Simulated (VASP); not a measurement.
# Si16N (a cell with a defect) in VASP: single point with PBE

Aim: the single point of Si16N (a cell with a defect) with PBE.

All numbers are computed with VASP 6.6.1; they aren't measurements. Logs are shortened: lines on timing, memory, paths and dates and some standing lists are left out, and cuts for length are marked.

## (1) The cell of the first run

The cell holds a defect, 17 atoms: a = 7.679 Å, b = 7.679 Å, c = 7.679 Å, α = 60.00°, β = 60.00°, γ = 60.00°.

## (2) Single point, PBE, collinear spin, ferromagnetic start

Contents of INCAR:

```
  PREC = Accurate
  ENCUT = 520
  EDIFF = 1E-6
  ISMEAR = -1
  SIGMA = 0.05
  LREAL = Auto
  LASPH = T
  NELM = 150
  ALGO = Normal
  ISIF = 2
  LWAVE = F
  LCHARG = F
  ISPIN = 2
  MAGMOM = 0 0 0 0 0 0 0 0 0 0 0 0 0 0 0 0 1
  LORBIT = 11
  GGA = PE
  NBANDS = 52
```

Contents of KPOINTS:

```
regular mesh
0
Gamma
  2 2 2
```

Contents of POSCAR:

```
Si16N
1.0
    0.0000000000      5.4300000000      5.4300000000
    5.4300000000      0.0000000000      5.4300000000
    5.4300000000      5.4300000000      0.0000000000
Si N
16 1
Direct
    0.0526187426     -0.0118412862     -0.0100567131
    0.1570839679      0.1102639813      0.1338081366
    0.0214961443     -0.0419451909      0.4981514826
    0.0247838243      0.1643569315      0.6287270428
    0.0122955967      0.4827679222      0.0061337001
    0.1425111946      0.6175990086      0.1147547800
   -0.0244690537      0.5243259095      0.4837491233
    0.1363575557      0.5848371569      0.6331471633
    0.5321405477     -0.0141992745      0.0184826157
    0.6521439458      0.1063872605      0.1534347033
    0.4988565470     -0.0104937940      0.5480684315
    0.6539277016      0.1063057091      0.6442786076
    0.5166095207      0.4798126925      0.0136943762
    0.6380454605      0.6118402526      0.1357599721
    0.5100896448      0.4804053116      0.5096966647
    0.6086546266      0.6247894926      0.6408178290
    0.2326126330      1.0743674170      0.7169237844
```

Potentials or basis: VASP PAW PBE potentials, release 64 (Si, N).

The run is started by

```bash
cat potpaw_PBE.64/Si/POTCAR potpaw_PBE.64/N/POTCAR > POTCAR
mpirun -np 1 vasp_std > vasp.out
```

OUTCAR:

```text
PREC = Accurate
   ENCUT = 520
   EDIFF = 1E-6
   ISMEAR = -1
   LREAL = Auto
   LASPH = T
   NELM = 150
   ISIF = 2
   ISPIN = 2
   LORBIT = 11
   GGA = PE

 ion  position               nearest neighbor table
   1  0.053  0.988  0.990-  17 1.84   2 2.33   6 2.34   4 2.47  10 2.52
   2  0.157  0.110  0.134-   3 2.30   1 2.33   5 2.34   9 2.35
   3  0.021  0.958  0.498-   4 2.27   2 2.30  12 2.33   8 2.34
   4  0.025  0.164  0.629-  17 1.73   3 2.27   7 2.31   1 2.47  11 3.02  12 3.03
   5  0.012  0.483  0.006-   2 2.34   8 2.34   6 2.35  14 2.35
   6  0.143  0.618  0.115-   7 2.33   1 2.34   5 2.35  13 2.35
   7  0.976  0.524  0.484-   4 2.31  16 2.31   6 2.33   8 2.36
   8  0.136  0.585  0.633-   3 2.34   5 2.34  15 2.35   7 2.36
   9  0.532  0.986  0.018-  12 2.35  14 2.35   2 2.35  10 2.36
  10  0.652  0.106  0.153-  13 2.35   9 2.36  11 2.48   1 2.52
  11  0.499  0.990  0.548-  17 1.77  16 2.30  12 2.32  10 2.48   4 3.02
  12  0.654  0.106  0.644-  11 2.32   3 2.33   9 2.35  15 2.35   4 3.03
  13  0.517  0.480  0.014-  10 2.35  16 2.35   6 2.35  14 2.36
  14  0.638  0.612  0.136-  15 2.35   5 2.35   9 2.35  13 2.36
  15  0.510  0.480  0.510-  14 2.35   8 2.35  16 2.35  12 2.35
  16  0.609  0.625  0.641-  11 2.30   7 2.31  13 2.35  15 2.35
  17  0.233  0.074  0.717-   4 1.73  11 1.77   1 1.84

  LATTYP: Found a face centered cubic cell.
 ALAT       =    10.8600000000

  Lattice vectors:

 A1 = (   0.0000000000,   5.4300000000,   5.4300000000)
 A2 = (   5.4300000000,   0.0000000000,   5.4300000000)
 A3 = (   5.4300000000,   5.4300000000,   0.0000000000)

Analysis of symmetry for initial positions (statically):
=====================================================================
 Subroutine PRICEL returns:
 Original cell was already a primitive cell.

 Routine SETGRP: Setting up the symmetry group for a
 face centered cubic supercell.

 Subroutine GETGRP returns: Found  1 space group operations
 (whereof  1 operations were pure point group operations)
 out of a pool of 48 trial point group operations.

The static configuration has the point symmetry C_1 .

Analysis of symmetry for dynamics (positions and initial velocities):
=====================================================================
 Subroutine PRICEL returns:
 Original cell was already a primitive cell.

 Routine SETGRP: Setting up the symmetry group for a
 face centered cubic supercell.

 Subroutine GETGRP returns: Found  1 space group operations
 (whereof  1 operations were pure point group operations)
 out of a pool of 48 trial point group operations.
[... 170 lines left out ...]
  ext. energy  EPLUGINS =         0.00000000
  ---------------------------------------------------
  free energy    TOTEN  =       -92.35572239 eV

  energy without entropy =      -92.33284705  energy(sigma->0) =      -92.34428472

 E-fermi :   6.1903     XC(G=0):  -9.5486

 val. band max:        6.1815672087   @ k =   0.5000   0.5000   0.5000
 cond. band min:       6.2091315490   @ k =   0.5000   0.0000   0.0000
 fundamental gap:      0.0275643403
 Fermi energy:         6.1902890832

 spin component 1

 k-point     1 :       0.0000    0.0000    0.0000
  band No.  band energies     occupation
      1     -10.3942      1.00000
      2      -5.7050      1.00000
      3      -4.0675      1.00000
      4      -3.7524      1.00000
      5      -3.7217      1.00000
      6      -3.1240      1.00000
[... 381 lines left out ...]
     45      10.1850      0.00000
     46      10.3254      0.00000
 Fermi energy:         6.1902890832

 spin component 2

 k-point     1 :       0.0000    0.0000    0.0000
  band No.  band energies     occupation
      1     -10.3941      1.00000
      2      -5.7050      1.00000
      3      -4.0675      1.00000
      4      -3.7524      1.00000
      5      -3.7217      1.00000
      6      -3.1240      1.00000
[... 381 lines left out ...]
     45      10.1850      0.00000
     46      10.3254      0.00000
 [bands above 46 left out]

------------------------ aborting loop because EDIFF is reached ----------------------------------------

  FORCE on cell =-STRESS in cart. coord.  units (eV):
  Direction    XX          YY          ZZ          XY          YZ          ZX
  --------------------------------------------------------------------------------------
  -------------------------------------------------------------------------------------
  Total        6.1107465     11.3150491      4.0428129     -1.0794853     -0.0182638      2.2846330
  in kB       30.5756264     56.6157859     20.2285496     -5.4012941     -0.0913844     11.4313505
  external PRESSURE =      35.8066539 kB  Pullay stress =       0.0000000 kB

 VOLUME and BASIS-vectors are now :
 -----------------------------------------------------------------------------
  energy-cutoff  :      520.00
  volume of cell :      320.21
      direct lattice vectors                 reciprocal lattice vectors
     0.000000000  5.430000000  5.430000000    -0.092081031  0.092081031  0.092081031
     5.430000000  0.000000000  5.430000000     0.092081031 -0.092081031  0.092081031
     5.430000000  5.430000000  0.000000000     0.092081031  0.092081031 -0.092081031

 POSITION                                       TOTAL-FORCE (eV/Angst)
 -----------------------------------------------------------------------------------
     10.74109      5.66111      5.65142        -0.000406      0.002757     -0.012900
      1.32531      1.57954      1.45170         0.002395     -0.015307     -0.015757
      7.90720      2.82169      5.31896         0.028142     -0.003198      0.002776
      4.30645      3.54856      1.02703        -0.011835     -0.003023     -0.003991
      2.65474      0.10007      2.68819         0.012202      0.002333     -0.006010
      3.97668      1.39695      4.12740         0.010185      0.008343      0.005744
[... 9 lines left out ...]
      6.87225      6.78464      6.69760        -0.003160      0.012187      0.002905
      4.29671      5.15598      1.66690        -0.022634      0.008205      0.015427
 -----------------------------------------------------------------------------------
    total drift:                                0.000695      0.005949      0.001131

  FREE ENERGIE OF THE ION-ELECTRON SYSTEM (eV)
  ---------------------------------------------------
  free  energy   TOTEN  =       -92.3557223918 eV

  energy  without entropy=      -92.3328470460  energy(sigma->0) =      -92.34428472

 total charge

# of ion       s       p       d       tot
------------------------------------------
    1        0.733   0.894   0.000   1.628
    2        0.751   0.957   0.000   1.707
    3        0.752   0.984   0.000   1.736
    4        0.767   0.924   0.000   1.691
    5        0.740   0.957   0.000   1.697
    6        0.744   0.960   0.000   1.704
[... 9 lines left out ...]
   16        0.745   0.970   0.000   1.715
   17        1.257   2.579   0.000   3.836
--------------------------------------------------
tot         13.206  17.689   0.000  30.895

 magnetization (x)

# of ion       s       p       d       tot
------------------------------------------
    1        0.000  -0.000   0.000   0.000
    2        0.000  -0.000   0.000   0.000
    3        0.000   0.000   0.000   0.000
    4        0.000   0.000   0.000   0.000
    5       -0.000  -0.000   0.000  -0.000
    6        0.000   0.000   0.000   0.000
[... 9 lines left out ...]
   16        0.000   0.000   0.000   0.000
   17       -0.000   0.000   0.000   0.000
--------------------------------------------------
tot          0.000   0.000   0.000   0.000
```

Wall time 14 min (1 thread of Oxide Virtual Turin-like, shared host); peak memory 0.67 GiB.

What came out:

| Item | Value |
| --- | --- |
| Free energy | -92.3557 eV |
| Pressure | 3.6 GPa |
| Largest force | 0.031 eV/Å |
| Net moment | 0.00 μB per cell |
| Valence electrons inside the program's atomic spheres | Si 1.63, 1.71, 1.74, 1.69, 1.70, 1.64, 1.66, 1.72; N 3.84 |

Forces in eV/Å, atoms in the order of the input:
```
Si   0.000  0.003 -0.013
Si   0.002 -0.015 -0.016
Si   0.028 -0.003  0.003
Si  -0.012 -0.003 -0.004
Si   0.012  0.002 -0.006
Si   0.010  0.008  0.006
Si  -0.006 -0.011 -0.011
Si   0.001 -0.010  0.010
Si  -0.006  0.009  0.009
Si  -0.002  0.005  0.014
Si   0.022 -0.007 -0.020
Si  -0.017  0.002  0.010
Si   0.000 -0.008 -0.005
Si  -0.005 -0.003 -0.007
Si  -0.004  0.011  0.013
Si  -0.003  0.012  0.003
N   -0.023  0.008  0.015
```

Caveat: the k points lie up to 0.50 Å⁻¹ apart.
